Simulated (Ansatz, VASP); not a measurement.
Two plane-wave programs on C

The input INCAR:

```
SYSTEM = C
ALGO = Normal
EDIFF = 1E-6
ENCUT = 520
GGA = PE
ISIF = 2
ISMEAR = 0
LASPH = .TRUE.
LCHARG = .TRUE.
LELF = .TRUE.
LREAL = .FALSE.
LVHAR = .TRUE.
LWAVE = .FALSE.
NBANDS = 26
NELM = 100
PREC = Accurate
SIGMA = 0.05
```

The input KPOINTS:

```
k-points
0
G
  12 12 4
  0 0 0
```

File POSCAR:

```
C
1.0
    2.5180642186      0.0000000000      0.0000000000
   -1.2590321093      2.1807075817      0.0000000000
    0.0000000000      0.0000000000      8.3046919353
C
8
Direct
   -0.0673446307     -0.0425549949      0.0929732494
    0.0673446307      0.0425549949      0.5929732494
    0.0673446307      0.0425549949      0.4070267506
   -0.0673446307     -0.0425549949      0.9070267506
    0.2781868487      0.6318196663      0.1555299995
    0.7218131513      0.3681803337      0.6555299995
    0.3884798180      0.7015136671      0.3444700005
    0.6115201820      0.2984863329      0.8444700005
```

Input for Ansatz:

```yaml
crystal:
  lattice:
    - [2.5180642186, 0.0, 0.0]
    - [-1.2590321093, 2.1807075817, 0.0]
    - [0.0, 0.0, 8.3046919353]
  atoms:
    - { symbol: C, position: [-0.0673446307, -0.0425549949, 0.0929732494] }
    - { symbol: C, position: [0.0673446307, 0.0425549949, 0.5929732494] }
    - { symbol: C, position: [0.0673446307, 0.0425549949, 0.4070267506] }
    - { symbol: C, position: [-0.0673446307, -0.0425549949, 0.9070267506] }
    - { symbol: C, position: [0.2781868487, 0.6318196663, 0.1555299995] }
    - { symbol: C, position: [0.7218131513, 0.3681803337, 0.6555299995] }
    - { symbol: C, position: [0.388479818, 0.7015136671, 0.3444700005] }
    - { symbol: C, position: [0.611520182, 0.2984863329, 0.8444700005] }
basis:
  ecutwfc: 520.0
kpoints:
  mp_grid: { grid: [12, 12, 4] }
hamiltonian:
  xc: pbe
  pseudopotentials: { kind: paw, azcp: { folder: soft_1 } }
scf:
  occupations: { method: gaussian, width: 0.05 }
output:
  forces: true
  stress: true
  eigenvalues: true
```

Change from the starting cell: mode 4 frozen in at -0.116 Å and mode 5 at -0.093 Å (largest displacements).

Alike in both runs: task single point; functional PBE; k mesh 12 × 12 × 4; occupations gaussian, width 0.05 eV; no spin polarisation.

|  | VASP | Ansatz |
| --- | --- | --- |
| version | VASP 6.6.1 | Ansatz 0.2.0 |
| potentials or method | VASP PAW PBE potentials, release 64 (C), cutoff 520 eV | scalar-relativistic, plane waves, PAW |
| valence electrons in the cell | 32 | 32 |

Ansatz gave:

* gap on the k mesh at the Fermi level (eV): 4.45
* least direct gap on the mesh (eV): 5.33
* pressure (GPa): 0.2
* traceless stress, the component that is largest in VASP (GPa): -1.38
* rms of the force components (eV/Å): 0.528

Which values does VASP return?

gap on the k mesh at the Fermi level (eV): 4.44; least direct gap on the mesh (eV): 5.32; pressure (GPa): 0.9; traceless stress, the component that is largest in VASP (GPa): -1.37; rms of the force components (eV/Å): 0.528.

Atom by atom the forces differ by 0.007 eV/Å (rms over components). With one functional, cell and mesh, what is left measures potentials, basis and numerics.
